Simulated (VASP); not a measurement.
Here is a VASP 6.6.1 calculation.

File INCAR:

```
SYSTEM = BN
PREC = Accurate
ENCUT = 520
EDIFF = 1E-6
ISMEAR = 0
SIGMA = 0.05
LREAL = .False.
LASPH = .True.
NELM = 60
ALGO = Normal
ISIF = 2
LWAVE = .False.
LCHARG = .True.
GGA = PE
LELF = .True.
LVHAR = .True.
NBANDS = 11
```

File KPOINTS:

```
regular mesh
0
Gamma
  11 11 11
  0 0 0
```

The input POSCAR:

```
BN
1.0
    0.0000000000      1.8130010000      1.8130010000
    1.8130010000      0.0000000000      1.8130010000
    1.8130010000      1.8130010000      0.0000000000
N B
1 1
Direct
    0.2500000000      0.2500000000      0.2500000000
    0.0000000000      0.0000000000      0.0000000000
```

Potentials or basis: VASP PAW PBE potentials, release 64 (N, B).

Run with:

```console
$ cat potpaw_PBE.64/N/POTCAR potpaw_PBE.64/B/POTCAR > POTCAR
$ mpirun -np 1 vasp_std > vasp.out
```

Task: What does it give for the pressure?

Result: -0.2 GPa.

Task: Estimate the band gap on the k mesh.

Result: 4.55 eV, indirect (least direct gap 8.78 eV).

A k mesh can miss the band edges. Expect the measured gap to be larger: semilocal functionals such as PBE lack the derivative discontinuity.
